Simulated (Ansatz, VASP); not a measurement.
## Cd in VASP and in Ansatz

Contents of INCAR:

```
  ALGO = Normal
  EDIFF = 1E-7
  ENCUT = 520
  GGA = PS
  ISIF = 2
  ISMEAR = -1
  LASPH = T
  LCHARG = T
  LELF = T
  LREAL = F
  LVHAR = T
  LWAVE = F
  NBANDS = 19
  NELM = 100
  PREC = Accurate
  SIGMA = 0.1
```

KPOINTS

```
k-points
0
Gamma
  20 20 9
```

The input POSCAR:

```
Cd
1.0
    2.8878031460      0.0000000000      0.0000000000
   -1.4439015730      2.5009108856      0.0000000000
    0.0000000000      0.0000000000      5.6494049142
Cd
2
Direct
    0.3333333333      0.6666666667      0.2500000000
    0.6666666667      0.3333333333      0.7500000000
```

Input for Ansatz:

```yaml
crystal:
  lattice:
    - [2.887803146, 0.0, 0.0]
    - [-1.443901573, 2.5009108856, 0.0]
    - [0.0, 0.0, 5.6494049142]
  atoms:
    - { symbol: Cd, position: [0.3333333333, 0.6666666667, 0.25] }
    - { symbol: Cd, position: [0.6666666667, 0.3333333333, 0.75] }
hamiltonian:
  xc: pbesol
  pseudopotentials:
    kind: paw
    azcp:
      Cd: "pseudopotentials/Cd.paw.azcp"
basis:
  ecutwfc: 420
  fft_grid_basis: typed
kpoints:
  mp_grid: { grid: [20, 20, 9], shift: [0, 0, 0] }
magnetization:
  spin_polarized: false
scf:
  occupations: { method: fermi_dirac, width: 0.1 }
output:
  stress: true
```

Alike in both runs: task single point; functional PBEsol; k mesh 20 × 20 × 9; occupations fermi-dirac, width 0.1 eV; no spin polarisation.

|  | VASP | Ansatz |
| --- | --- | --- |
| version | VASP 6.6.1 | Ansatz 0.2.0 |
| potentials or method | VASP PAW PBE potentials, release 64 (Cd), cutoff 520 eV | plane waves (420 eV) with PAW, scalar-relativistic |
| valence electrons in the cell | 24 | 40 |

Ansatz gave:

- pressure (GPa): 2.9
- traceless stress, the component that is largest in VASP (GPa): -1.56

Estimate VASP's values.

pressure (GPa): 3.4; traceless stress, the component that is largest in VASP (GPa): -1.79.

VASP's potentials were made for PBE, not for PBEsol, and Ansatz warns of the same on its side. With one functional, cell and mesh, what is left measures potentials, basis and numerics. VASP's potentials hold 24 valence electrons a cell and Ansatz's 40, so a difference there can come from the potentials and not from the codes.
